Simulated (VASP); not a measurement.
A run of VASP 6.6.1 is set up as follows.

File INCAR:

```
PREC     = Accurate       # precision mode
ENCUT    = 520            # plane-wave cutoff, eV
EDIFF    = 1E-7           # SCF threshold, eV
ISMEAR   = -1             # smearing method
SIGMA    = 0.02           # smearing width, eV
LREAL    = False          # projectors in reciprocal space
LASPH    = True           # aspherical terms in the spheres
NELM     = 100            # most SCF steps
ALGO     = Normal         # electronic algorithm
ISIF     = 2              # what is computed and relaxed
LWAVE    = False          # write WAVECAR
LCHARG   = False          # write CHGCAR
NBANDS   = 46             # bands
```

The input KPOINTS:

```
regular mesh
0
Gamma
  8 5 5
```

Contents of POSCAR:

```
GaN
1.0
   -1.5758364284      2.7294287584      0.0000000000
    0.0000000000      0.0000000000      5.1380245888
    4.7275092852      2.7294287584      0.0000000000
Ga N
4 4
Direct
    0.5000000000      0.9997967160      0.1666666670
    0.0000000000      0.9997967160      0.6666666670
    0.0000000000      0.4997967160      0.3333333330
    0.5000000000      0.4997967160      0.8333333330
    0.5000000000      0.3762032840      0.1666666670
    0.0000000000      0.3762032840      0.6666666670
    0.0000000000      0.8762032840      0.3333333330
    0.5000000000      0.8762032840      0.8333333330
```

Potentials or basis: VASP PAW LDA potentials, release 64 (Ga_d, N).

Run with:

```bash
$ cat potpaw_LDA.64/Ga_d/POTCAR potpaw_LDA.64/N/POTCAR > POTCAR
$ mpirun -np 1 vasp_std > vasp.out
```

Task: What does it give for the band gap on the k mesh?

Result: 2.15 eV.

Task: Estimate the pressure.

Result: 1.2 GPa.
